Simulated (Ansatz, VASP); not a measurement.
**TaN in VASP and in Ansatz**

```
Ta N
1.0
     5.19600    0.00000    0.00000
    -2.59800    4.49987    0.00000
     0.00000    0.00000    2.91100
Ta N
3 3
Cartesian
  0.0000 2.9999 1.4555
  2.5980 1.5000 1.4555
  0.0000 0.0000 0.0000
  2.0412 0.0000 0.0000
  1.5774 2.7321 0.0000
  -1.0206 1.7678 0.0000
```

Alike in both runs: task single point; functional LDA; k mesh 4 × 4 × 6; occupations gaussian, width 0.05 eV; collinear spin; Hubbard terms Ta d U = 3.0 eV.

|  | VASP | Ansatz |
| --- | --- | --- |
| version | VASP 6.6.1 | Ansatz 0.2.0 |
| potentials or method | VASP PAW LDA potentials, release 64 (Ta_sv_GW, N), cutoff 700 eV | scalar-relativistic, plane waves, PAW |
| valence electrons in the cell | 54 | 54 |

|  | VASP | Ansatz | Ansatz less VASP |
| --- | --- | --- | --- |
| gap on the k mesh at the Fermi level (eV) | none | none | - |
| pressure (GPa) | 0.2 | -7.3 | -7.54 |
| traceless stress, the component that is largest in VASP (GPa) | 0.05 | -0.91 | -0.963 |
| rms of the force components (eV/Å) | 0.068 | 0.021 | -0.0471 |

LDA's correlation is that of Perdew and Zunger in VASP and of Perdew and Wang (1992) in Ansatz. The programs project onto different local orbitals, so the same U acts differently, and such runs can settle in different states. Atom by atom the forces differ by 0.089 eV/Å (rms over components). A gap of «none» marks a metal or a gap that the smearing closes. Ansatz's warnings: filled band counts differ across k points, seeded moment not kept, specified occupation not kept, symmetry narrowed by occupation matrices.

Neither program's run includes spin-orbit coupling.
